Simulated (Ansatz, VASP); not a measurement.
One calculation of ZrB2, two programs

File INCAR:

```
PREC     = Accurate       # precision mode
ENCUT    = 520            # plane-wave cutoff, eV
EDIFF    = 1E-7           # SCF threshold, eV
ISMEAR   = -1             # smearing method
SIGMA    = 0.05           # smearing width, eV
LREAL    = False          # projectors in reciprocal space
LASPH    = True           # aspherical terms in the spheres
NELM     = 80             # most SCF steps
ALGO     = Normal         # electronic algorithm
ISIF     = 2              # what is computed and relaxed
LWAVE    = False          # write WAVECAR
LCHARG   = False          # write CHGCAR
NBANDS   = 16             # bands
```

The input KPOINTS:

```
Automatic mesh
0
Gamma
  12 12 9
```

Contents of POSCAR:

```
ZrB2
1.0
    3.1649998255      0.0474749974      0.0474749974
   -1.5413853590      2.7172327532      0.0173770551
    0.0528000000      0.0528000000      3.5200000000
Zr B
1 2
Direct
    0.0000000000      0.0000000000      0.0000000000
    0.3333333333      0.6666666667      0.5000000000
    0.6666666667      0.3333333333      0.5000000000
```

Input for Ansatz:

```yaml
crystal:
  lattice:
    - [3.1649998255, 0.0474749974, 0.0474749974]
    - [-1.541385359, 2.7172327532, 0.0173770551]
    - [0.0528, 0.0528, 3.52]
  atoms:
    - { symbol: Zr, position: [0.0, 0.0, 0.0] }
    - { symbol: B, position: [0.3333333333, 0.6666666667, 0.5] }
    - { symbol: B, position: [0.6666666667, 0.3333333333, 0.5] }
kpoints:
  mp_grid: { grid: [12, 12, 9] }
  band_path:
    path:
      - [0.0, 0.0, 0.0]
      - [0.0, -0.5, 0.0]
      - [0.0, 0.0, 0.5]
      - [0.0, 0.0, 0.0]
      - [-0.5, 0.0, 0.0]
      - [-0.5, 0.5, -0.5]
      - [0.0, 0.0, 0.0]
      - [-0.5, 0.0, -0.5]
      - [-0.5, 0.5, 0.0]
    npoints: 5
scf:
  occupations: { method: fermi_dirac, width: 0.05 }
hamiltonian:
  xc: lda
  pseudopotentials: { kind: all_electron, lapw: { basis_error: 0.001 } }
output:
  forces: true
  stress: true
  eigenvalues: true
```

Change from the starting cell: equal xy, yz and zx shear strains of +3 %.

Alike in both runs: task single point; functional LDA; k mesh 12 × 12 × 9; occupations fermi-dirac, width 0.05 eV; no spin polarisation.

|  | VASP | Ansatz |
| --- | --- | --- |
| version | VASP 6.6.1 | Ansatz 0.2.0 |
| potentials or method | VASP PAW LDA potentials, release 64 (Zr_sv, B), cutoff 520 eV | all-electron LAPW, scalar-relativistic |

```tsv
	VASP	Ansatz	Ansatz less VASP
pressure (GPa)	-6.1	-6.5	-0.46
traceless stress, the component that is largest in VASP (GPa)	-7.48	-7.47	+0.008
rms of the force components (eV/Å)	0.029	0.028	-0.0002
```

LDA's correlation is that of Perdew and Zunger in VASP and of Perdew and Wang (1992) in Ansatz. Atom by atom the forces differ by 0.000 eV/Å (rms over components). Ansatz ran all-electron here, and VASP with PAW potentials.
